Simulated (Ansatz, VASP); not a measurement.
## One calculation of AlAs, two programs

```xyz
2
Lattice="0.0000 2.8304 2.8021 2.8304 0.0000 2.8021 2.8304 2.8304 0.0000" Properties=species:S:1:pos:R:3 pbc="T T T"
Al    0.0000    0.0000    0.0000
As    1.4152    1.4152    1.4010
```

Change from the starting cell: z stretched by -1 %, ions relaxed.

Alike in both runs: task relaxation of the atoms; functional PBE; k mesh 13 × 13 × 13; occupations fermi-dirac, width 0.02 eV; no spin polarisation.

```csv
,VASP,Ansatz
version,VASP 6.6.1,Ansatz 0.2.0
potentials or method,"VASP PAW PBE potentials, release 64 (Al, As)","plane-wave PAW, scalar-relativistic"
plane-wave cutoff (eV),450,420
valence electrons in the cell,8,18
```

VASP gave:

| Property | Result |
| --- | --- |
| gap on the k mesh at the Fermi level, each at its own relaxed structure (eV) | 1.39 |

Problem. Which values does Ansatz return?

Solution. gap on the k mesh at the Fermi level, each at its own relaxed structure (eV): 1.40.

VASP's potentials hold 8 valence electrons a cell and Ansatz's 18, so a difference there can come from the potentials and not from the codes. Ansatz's warnings: stress scf threshold loose.

Noted on VASP's run: the relaxation stopped at its first step, so nothing moved.
